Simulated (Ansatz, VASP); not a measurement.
# One calculation of AlN, two programs

INCAR

```
SYSTEM = AlN
ALGO = Normal ; EDIFF = 1E-6
ENCUT = 520 ; ISIF = 2
ISMEAR = 0 ; LASPH = .True.
LCHARG = .True. ; LELF = .True.
LREAL = .False. ; LVHAR = .True.
LWAVE = .False. ; NBANDS = 26
NELM = 60 ; PREC = Accurate
SIGMA = 0.05
```

Contents of KPOINTS:

```
k-points
0
Gamma
  8 6 4
  0 0 0
```

File POSCAR:

```
AlN
1.0
   -1.6378403119      2.8368226349      0.0000000000
    0.0000000000      0.0000000000      4.1006264518
    4.9135209358      2.8368226349      0.0000000000
Al N
4 4
Direct
    0.3587242307      0.7500000000      0.2205206857
    1.0000000000      0.7500000000      0.6666666667
    0.0000000000      0.2500000000      0.3333333333
    0.5000000000      0.2500000000      0.8333333333
    0.5000000000      0.2500000000      0.1666666667
    1.0000000000      0.2500000000      0.6666666667
    0.0000000000      0.7500000000      0.3333333333
    0.5000000000      0.7500000000      0.8333333333
```

Input for Ansatz:

```yaml
crystal:
  lattice:
    - [-1.6378403119, 2.8368226349, 0.0]
    - [0.0, 0.0, 4.1006264518]
    - [4.9135209358, 2.8368226349, 0.0]
  atoms:
    - { symbol: Al, position: [0.3587242307, 0.75, 0.2205206857] }
    - { symbol: Al, position: [1.0, 0.75, 0.6666666667] }
    - { symbol: Al, position: [0.0, 0.25, 0.3333333333] }
    - { symbol: Al, position: [0.5, 0.25, 0.8333333333] }
    - { symbol: "N", position: [0.5, 0.25, 0.1666666667] }
    - { symbol: "N", position: [1.0, 0.25, 0.6666666667] }
    - { symbol: "N", position: [0.0, 0.75, 0.3333333333] }
    - { symbol: "N", position: [0.5, 0.75, 0.8333333333] }
basis:
  ecutwfc: 420
kpoints:
  mp_grid: { grid: [8, 6, 4] }
hamiltonian:
  xc: lda
  pseudopotentials: { kind: paw, azcp: { folder: soft_1 } }
scf:
  occupations: { method: gaussian, width: 0.05 }
output:
  forces: true
  stress: true
  eigenvalues: true
```

Alike in both runs: task single point; functional LDA; k mesh 8 × 6 × 4; occupations gaussian, width 0.05 eV; no spin polarisation.

```csv
,VASP,Ansatz
version,VASP 6.6.1,Ansatz 0.2.0
potentials or method,"VASP PAW LDA potentials, release 64 (Al, N), cutoff 520 eV","scalar-relativistic, plane waves, PAW"
valence electrons in the cell,32,32
```

Ansatz gave:

* gap on the k mesh at the Fermi level (eV): 3.12
* least direct gap on the mesh (eV): 3.12
* pressure (GPa): 25.6
* traceless stress, the component that is largest in VASP (GPa): -38.19
* rms of the force components (eV/Å): 9.482

Question: Estimate VASP's values.

Answer: gap on the k mesh at the Fermi level (eV): 3.11; least direct gap on the mesh (eV): 3.11; pressure (GPa): 26.0; traceless stress, the component that is largest in VASP (GPa): -38.08; rms of the force components (eV/Å): 9.444.

Ansatz warns that its potentials were made for another functional, while VASP's fit it. LDA's correlation is that of Perdew and Zunger in VASP and of Perdew and Wang (1992) in Ansatz. Atom by atom the forces differ by 0.040 eV/Å (rms over components).
